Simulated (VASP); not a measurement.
# PbI2 (P-3m1) in VASP: further runs

PbI2 is run at these levels: PBE, r2SCAN; tasks: single point.

Everything below comes from runs of VASP 6.6.1. Logs are shortened: lines on timing, memory, paths and dates and some standing lists are left out, and cuts for length are marked.

## (1) The cell of the first run

It takes space group P-3m1 (No. 164, trigonal). Conventional cell: a = 4.566 Å, b = 4.566 Å, c = 7.041 Å, α = 90.00°, β = 90.00°, γ = 120.00°. Within 4.3 Å of Pb (site symmetry -3m) lie 6 I at 3.24 Å. I (site symmetry 3m) has 3 Pb at 3.24 Å and 3 I at 4.21 Å within 4.3 Å.

## (2) Single point, PBE

The input, INCAR:

```
SYSTEM = PbI2
PREC = Accurate
ENCUT = 500
EDIFF = 1E-6
ISMEAR = 0
SIGMA = 0.01
LREAL = .False.
LASPH = .True.
NELM = 120
ALGO = Normal
ISIF = 2
LWAVE = .False.
LCHARG = .False.
GGA = PE
NBANDS = 21
GGA_COMPAT = .False.
```

The input, KPOINTS:

```
regular mesh
0
Gamma
  6 6 4
  0 0 0
```

The input, POSCAR:

```
PbI2
1.0
    4.5657260523      0.0000000000      0.0000000000
   -2.2828630262      3.9540347480      0.0000000000
    0.0000000000      0.0000000000      7.0410821077
Pb I
1 2
Direct
    0.0000000000      0.0000000000      0.0000000000
    0.3333333333      0.6666666667      0.2667794128
    0.6666666667      0.3333333333      0.7332205872
```

Potentials or basis: VASP PAW PBE potentials, release 64 (Pb_d, I).

The run is started by

```bash
$ cat potpaw_PBE.64/Pb_d/POTCAR potpaw_PBE.64/I/POTCAR > POTCAR
$ mpirun -np 1 vasp_std > vasp.out
```

OUTCAR:

```text
SYSTEM = PbI2
   PREC = Accurate
   ENCUT = 500
   EDIFF = 1E-6
   ISMEAR = 0
   LREAL = .False.
   LASPH = .True.
   NELM = 120
   ISIF = 2
   GGA = PE

 ion  position               nearest neighbor table
   1  0.000  0.000  0.000-   2 3.24   3 3.24   3 3.24   2 3.24   3 3.24   2 3.24
   2  0.333  0.667  0.267-   1 3.24   1 3.24   1 3.24
   3  0.667  0.333  0.733-   1 3.24   1 3.24   1 3.24

  LATTYP: Found a hexagonal cell.
 ALAT       =     4.5657260523
 C/A-ratio  =     1.5421604422

  Lattice vectors:

 A1 = (   4.5657260523,   0.0000000000,   0.0000000000)
 A2 = (  -2.2828630262,   3.9540347480,   0.0000000000)
 A3 = (   0.0000000000,   0.0000000000,   7.0410821077)

Analysis of symmetry for initial positions (statically):
=====================================================================
 Subroutine PRICEL returns:
 Original cell was already a primitive cell.

 Routine SETGRP: Setting up the symmetry group for a
 hexagonal supercell.

 Subroutine GETGRP returns: Found 12 space group operations
 (whereof 12 operations were pure point group operations)
 out of a pool of 24 trial point group operations.

The static configuration has the point symmetry D_3d.

Analysis of symmetry for dynamics (positions and initial velocities):
=====================================================================
 Subroutine PRICEL returns:
 Original cell was already a primitive cell.

 Routine SETGRP: Setting up the symmetry group for a
 hexagonal supercell.

 Subroutine GETGRP returns: Found 12 space group operations
 (whereof 12 operations were pure point group operations)
 out of a pool of 24 trial point group operations.

The dynamic configuration has the point symmetry D_3d.

 Subroutine INISYM returns: Found 12 space group operations
 (whereof 12 operations are pure point group operations),
 and found     1 'primitive' translations

----------------------------------------------------------------------------------------

                                     Primitive cell

  volume of cell :     127.1129

  direct lattice vectors                    reciprocal lattice vectors
     4.565726052  0.000000000  0.000000000     0.219023215  0.126453112  0.000000000
    -2.282863026  3.954034748  0.000000000     0.000000000  0.252906225  0.000000000
     0.000000000  0.000000000  7.041082108     0.000000000  0.000000000  0.142023624

  length of vectors
     4.565726052  4.565726052  7.041082108     0.252906225  0.252906225  0.142023624

[... 80 lines left out ...]
   NELM   =    120;   NELMIN=  2; NELMDL= -5     # of ELM steps
   EDIFF  = 0.1E-05   stopping-criterion for ELM
   LREAL  =      F    real-space projection
   EDIFFG = 0.1E-04   stopping-criterion for IOM
   NSW    =      0    number of steps for IOM
   IBRION =     -1    ionic relax: 0-MD 1-quasi-New 2-CG
   NFREE  =      0    steps in history (QN), initial steepest desc. (CG)
   ISIF   =      2    stress and relaxation
   ISYM   =      2    0-nonsym 1-usesym 2-fastsym
   POTIM  = 0.5000    time-step for ionic-motion
   TEBEG  =    0.0;   TEEND  =   0.0 temperature during run
   PSTRESS=    0.0 pullay stress
   NELECT =      28.0000    total number of electrons
   NUPDOWN=      -1.0000    fix difference up-down
   EMIN   =  10.00;   EMAX   =-10.00  energy-range for DOS
   EFERMI =   0.00;   METHOD = LEGACY
   ISMEAR =     0;   SIGMA  =   0.01  broadening in eV -4-tet -1-fermi 0-gaus
   EFERMI_NEDOS =   21; number of points for ismear=-14 and -15
   IALGO  =     38    algorithm
   IMIX   =      4    mixing-type and parameters
     AMIX     =   0.40;   BMIX     =  1.00
     AMIX_MAG =   1.60;   BMIX_MAG =  1.00
  volume/ion in A,a.u.               =      42.37       285.93
  Fermi-wavevector in a.u.,A,eV,Ry     =   0.988699  1.868371 13.300055  0.977526
  Thomas-Fermi vector in A             =   2.120245
   LORBIT       =      0    0 simple, 1 ext, 2 COOP (PROOUT), +10 PAW based schemes
   GGA     = PE    functional components
   LHFCALC =     F    Hartree Fock is set to
   AEXX    =    0.0000 exact exchange contribution
   IVDW    =     0    specifies the selected vdW correction
   LEPSILON=     F    determine dielectric tensor
   LRPA    =     F    only Hartree local field effects (RPA)
 non-spin polarized calculation
 Gauss-broadening in eV      SIGMA  =   0.01
  energy-cutoff  :      500.00
  volume of cell :      127.11
 maximum number of plane-waves:      3248
 NGX is ok and might be reduce to    36
   NGX = 17   NGY = 17   NGZ = 25

 number of electron      27.9999999 magnetization

 Free energy of the ion-electron system (eV)
  ---------------------------------------------------
  ext. energy  EPLUGINS =         0.00000000
  ---------------------------------------------------
  free energy    TOTEN  =        -8.57043057 eV

  energy without entropy =       -8.57043057  energy(sigma->0) =       -8.57043057

 E-fermi :   2.6041     XC(G=0):  -8.0753

 val. band max:        2.5572956565   @ k =   0.0000   0.0000   0.5000
 cond. band min:       4.7849619481   @ k =   0.0000   0.0000   0.5000
 fundamental gap:      2.2276662916
 Fermi energy:         2.6041440102

 k-point     1 :       0.0000    0.0000    0.0000
  band No.  band energies     occupation
      1     -13.5871      2.00000
      2     -13.5871      2.00000
      3     -13.5736      2.00000
      4     -13.5669      2.00000
      5     -13.5669      2.00000
      6      -9.5953      2.00000
[... 565 lines left out ...]
     20      10.2747      0.00000
     21      10.6972      0.00000

------------------------ aborting loop because EDIFF is reached ----------------------------------------

  FORCE on cell =-STRESS in cart. coord.  units (eV):
  Direction    XX          YY          ZZ          XY          YZ          ZX
  --------------------------------------------------------------------------------------
  -------------------------------------------------------------------------------------
  Total        0.9965323      0.9965323      0.9617406     -0.0000000      0.0000000     -0.0000000
  in kB       12.5606526     12.5606526     12.1221255     -0.0000000      0.0000000     -0.0000000
  external PRESSURE =      12.4144769 kB  Pullay stress =       0.0000000 kB

 VOLUME and BASIS-vectors are now :
 -----------------------------------------------------------------------------
  energy-cutoff  :      500.00
  volume of cell :      127.11
      direct lattice vectors                 reciprocal lattice vectors
     4.565726052  0.000000000  0.000000000     0.219023215  0.126453112  0.000000000
    -2.282863026  3.954034748  0.000000000     0.000000000  0.252906225  0.000000000
     0.000000000  0.000000000  7.041082108     0.000000000  0.000000000  0.142023624

 POSITION                                       TOTAL-FORCE (eV/Angst)
 -----------------------------------------------------------------------------------
      0.00000      0.00000      0.00000        -0.000000      0.000000      0.000000
     -0.00000      2.63602      1.87842        -0.000000     -0.000000      0.045983
      2.28286      1.31801      5.16267         0.000000      0.000000     -0.045983
 -----------------------------------------------------------------------------------
    total drift:                                0.000000      0.000000      0.000000

  FREE ENERGIE OF THE ION-ELECTRON SYSTEM (eV)
  ---------------------------------------------------
  free  energy   TOTEN  =        -8.5704305726 eV

  energy  without entropy=       -8.5704305726  energy(sigma->0) =       -8.57043057
```

OSZICAR:

```text
N       E                     dE             d eps       ncg     rms          rms(c)
DAV:   1     0.229931497651E+03    0.22993E+03   -0.11471E+04  1008   0.114E+03
DAV:   2     0.126493689411E+02   -0.21728E+03   -0.20797E+03  1094   0.292E+02
DAV:   3    -0.795699388998E+01   -0.20606E+02   -0.20366E+02  1297   0.985E+01
DAV:   4    -0.873498542109E+01   -0.77799E+00   -0.77712E+00  1338   0.228E+01
DAV:   5    -0.875684999720E+01   -0.21865E-01   -0.21863E-01  1401   0.330E+00    0.350E+00
DAV:   6    -0.857162923431E+01    0.18522E+00   -0.44894E-01  1346   0.426E+00    0.237E+00
DAV:   7    -0.856764884729E+01    0.39804E-02   -0.17297E-01  1318   0.192E+00    0.111E+00
DAV:   8    -0.857022937411E+01   -0.25805E-02   -0.21699E-02  1158   0.127E+00    0.212E-01
DAV:   9    -0.857028035538E+01   -0.50981E-04   -0.28915E-03  1225   0.404E-01    0.976E-02
DAV:  10    -0.857040882545E+01   -0.12847E-03   -0.38558E-04  1173   0.142E-01    0.271E-02
DAV:  11    -0.857043066587E+01   -0.21840E-04   -0.55867E-05  1261   0.409E-02    0.155E-02
DAV:  12    -0.857043057256E+01    0.93316E-07   -0.90590E-06  1201   0.170E-02
   1 F= -.85704306E+01 E0= -.85704306E+01  d E =-.115161E-13
```

stdout:

```text
POSCAR found type information on POSCAR PbI
 POSCAR found :  2 types and       3 ions
 scaLAPACK will be used
 LDA part: xc-table for (Slater+PW92), standard interpolation
 POSCAR, INCAR and KPOINTS ok, starting setup
 FFT: planning ... GRIDC
 FFT: planning ... GRID_SOFT
 FFT: planning ... GRID
 WAVECAR not read
 entering main loop
```

Wall time 28 s (1 thread of AMD EPYC 9R45 (Zen 5), shared host); peak memory 0.23 GiB.

Results:

* Free energy: -8.5704 eV
* Pressure: 1.2 GPa
* Largest force: 0.046 eV/Å
* Band gap on the k mesh: 2.23 eV

Forces in eV/Å, atoms in the order of the input:
```
Pb   0.000  0.000  0.000
I    0.000  0.000  0.046
I    0.000  0.000 -0.046
```

Levels at points of the mesh, in eV from the valence-band top:
```
           k point  band 10  band 11  band 12  band 13  band 14  band 15  band 16  band 17  band 18  band 19
(0.00, 0.00, 0.00)    -0.98    -0.98    -0.90    -0.90    -0.73     2.49     3.34     3.34     6.38     7.40
(0.50, 0.00, 0.00)    -2.37    -2.02    -1.57    -0.76    -0.39     2.84     3.64     4.61     5.08     8.04
(0.00, 0.00, 0.50)    -1.11    -1.11    -0.72    -0.72     0.00     2.23     3.16     3.16     6.37     7.34
(0.50, 0.00, 0.50)    -1.81    -1.72    -1.34    -1.12    -0.69     3.18     3.69     4.07     5.78     7.52
```

Caveat: spin-orbit coupling is left out, which moves the levels of the heavy elements; this functional lacks dispersion, which binds the layers, so the pressure and a relaxed spacing across them are unreliable. A k mesh can miss the band edges.

## (3) Single point, PBE

The input, INCAR:

```
ALGO = Normal
EDIFF = 1E-6
ENCUT = 500
GGA = PE
GGA_COMPAT = F
ISIF = 2
ISMEAR = 0
LASPH = T
LCHARG = T
LELF = T
LREAL = F
LVHAR = T
LWAVE = F
NBANDS = 21
NELM = 120
PREC = Accurate
SIGMA = 0.01
```

The input, KPOINTS:

```
k-points
0
Gamma
  6 6 4
```

POSCAR is that of step 2.

Potentials or basis: VASP PAW PBE potentials, release 64 (Pb_d, I).

The run is started by

```bash
$ cat potpaw_PBE.64/Pb_d/POTCAR potpaw_PBE.64/I/POTCAR > POTCAR
$ mpirun -np 1 vasp_std > vasp.out
```

It took 28 s on 1 thread of AMD EPYC 9R45 (Zen 5), shared host; peak memory 0.23 GiB.

It converged, with:

| Quantity | Value |
| --- | --- |
| Free energy | -8.5704 eV |
| Pressure | 1.2 GPa |
| Largest force | 0.046 eV/Å |
| Band gap on the k mesh | 2.23 eV |

Forces on the atoms (eV/Å):
```
Pb   0.000  0.000  0.000
I    0.000  0.000  0.046
I    0.000  0.000 -0.046
```

Levels at points of the mesh, in eV from the valence-band top:
```csv
k point,band 11,band 12,band 13,band 14,band 15,band 16,band 17,band 18
"(0.00, 0.00, 0.00)",-0.98,-0.90,-0.90,-0.73,2.49,3.34,3.34,6.38
"(0.50, 0.00, 0.00)",-2.02,-1.57,-0.76,-0.39,2.84,3.64,4.61,5.08
"(0.00, 0.00, 0.50)",-1.11,-0.72,-0.72,0.00,2.23,3.16,3.16,6.37
"(0.50, 0.00, 0.50)",-1.72,-1.34,-1.12,-0.69,3.18,3.69,4.07,5.78
```

Caveat: spin-orbit coupling is left out, which moves the levels of the heavy elements; this functional lacks dispersion, which binds the layers, so the pressure and a relaxed spacing across them are unreliable.

## (4) Single point, r2SCAN

POSCAR is that of step 3.

The input, INCAR.step1:

```
SYSTEM = PbI2
ALGO = Normal ; EDIFF = 1E-5
ENCUT = 550 ; GGA = PE
GGA_COMPAT = .False. ; ISMEAR = 0
LASPH = .True. ; LCHARG = .False.
LREAL = .False. ; LWAVE = .True.
NBANDS = 21 ; NELM = 120
PREC = Accurate ; SIGMA = 0.01
```

The input, INCAR.step2:

```
SYSTEM = PbI2
ALGO = Normal ; EDIFF = 1E-6
ENCUT = 550 ; GGA_COMPAT = .False.
ISIF = 2 ; ISMEAR = 0
ISTART = 1 ; LASPH = .True.
LCHARG = .False. ; LMIXTAU = .True.
LREAL = .False. ; LWAVE = .False.
METAGGA = R2SCAN ; NBANDS = 21
NELM = 120 ; PREC = Accurate
SIGMA = 0.01
```

The input, KPOINTS:

```
k-points
0
Gamma
  6 6 4
  0 0 0
```

The run is started by

```bash
$ cat potpaw_PBE.64/Pb_d/POTCAR potpaw_PBE.64/I/POTCAR > POTCAR
$ cp INCAR.step1 INCAR
$ mpirun -np 1 vasp_std > vasp.out
$ cp INCAR.step2 INCAR
$ mpirun -np 1 vasp_std > vasp.out
```

It took 2.4 min on 1 thread of AMD EPYC 9R45 (Zen 5), shared host; peak memory 0.28 GiB.

Results (log left out):

| Item | Value |
| --- | --- |
| Free energy | -107.6749 eV |
| Pressure | 0.7 GPa |
| Largest force | 0.005 eV/Å |
| Band gap on the k mesh | 2.62 eV |

Forces in eV/Å, atoms in the order of the input:
```
Pb   0.000  0.000  0.000
I    0.000  0.000 -0.005
I    0.000  0.000  0.005
```

Levels at points of the mesh, in eV from the valence-band top:
```tsv
k point	band 12	band 13	band 14	band 15	band 16	band 17
(0.00, 0.00, 0.00)	-0.98	-0.98	-0.78	2.85	3.65	3.65
(0.50, 0.00, 0.00)	-1.64	-0.83	-0.41	3.22	3.97	4.99
(0.00, 0.00, 0.50)	-0.80	-0.80	0.00	2.62	3.47	3.47
(0.50, 0.00, 0.50)	-1.39	-1.20	-0.73	3.53	4.03	4.41
```

Caveat: the PAW data sets were made with another functional, which shifts forces and pressure a little; spin-orbit coupling is left out, which moves the levels of the heavy elements. A k mesh can miss the band edges.

(Continued in part 2 of 2.)
